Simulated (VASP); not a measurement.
Wanted: the native input for a VASP 6.6.1 run.

| Quantity | Value |
| --- | --- |
| Task | single point |
| Functional | r2SCAN |
| Potentials or basis | VASP PAW PBE potentials, release 64 (Rb_sv) |
| Cutoff | 520 eV |
| k mesh | 8 × 8 × 8 |
| Occupations | fermi-dirac, width 0.05 eV |
| Spin | no spin polarisation |
| Dipole correction | no |
| Further INCAR settings | ALGO = Normal; EDIFF = 1e-06; NBANDS = 10 |

The system is Rb.

```
Rb
1.0
    -2.79102    2.79102    2.79102
     2.79102   -2.79102    2.79102
     2.79102    2.79102   -2.79102
Rb
1
Direct
  0.00000 0.00000 0.00000
```

One way to write it, as run:

POSCAR

```
Rb
1.0
   -2.7910170000      2.7910170000      2.7910170000
    2.7910170000     -2.7910170000      2.7910170000
    2.7910170000      2.7910170000     -2.7910170000
Rb
1
Direct
    0.0000000000      0.0000000000      0.0000000000
```

INCAR.step1

```
SYSTEM = Rb
PREC     = Accurate       ! precision mode
ENCUT    = 520            ! plane-wave cutoff, eV
ISMEAR   = -1             ! smearing method
SIGMA    = 0.05           ! smearing width, eV
LREAL    = .False.        ! projectors in reciprocal space
LASPH    = .True.         ! aspherical terms in the spheres
NELM     = 80             ! most SCF steps
NBANDS   = 10             ! bands
GGA      = PE             ! functional
ALGO     = Normal         ! electronic algorithm
EDIFF    = 1E-4           ! SCF threshold, eV
LWAVE    = .True.         ! write WAVECAR
LCHARG   = .False.        ! write CHGCAR
```

INCAR.step2

```
SYSTEM = Rb
PREC     = Accurate       ! precision mode
ENCUT    = 520            ! plane-wave cutoff, eV
EDIFF    = 1E-6           ! SCF threshold, eV
ISMEAR   = -1             ! smearing method
SIGMA    = 0.05           ! smearing width, eV
LREAL    = .False.        ! projectors in reciprocal space
LASPH    = .True.         ! aspherical terms in the spheres
NELM     = 80             ! most SCF steps
ALGO     = Normal         ! electronic algorithm
ISIF     = 2              ! what is computed and relaxed
LWAVE    = .False.        ! write WAVECAR
LCHARG   = .False.        ! write CHGCAR
METAGGA  = R2SCAN         ! meta-GGA
LMIXTAU  = .True.       
NBANDS   = 10             ! bands
ISTART   = 1
```

KPOINTS

```
Automatic mesh
0
Gamma
  8 8 8
  0 0 0
```

Potentials or basis: VASP PAW PBE potentials, release 64 (Rb_sv).

Command:

```console
$ cat potpaw_PBE.64/Rb_sv/POTCAR > POTCAR
$ cp INCAR.step1 INCAR
$ mpirun -np 1 vasp_std > vasp.out
$ cp INCAR.step2 INCAR
$ mpirun -np 1 vasp_std > vasp.out
```

Results of the run:

The pressure is 0.3 GPa.

Caveat: the PAW data sets were made with another functional, which shifts forces and pressure a little.

Wall time 49 s on 1 thread of Intel(R) Xeon(R) Platinum 8488C (Sapphire Rapids) (shared host), peak memory 0.22 GiB.
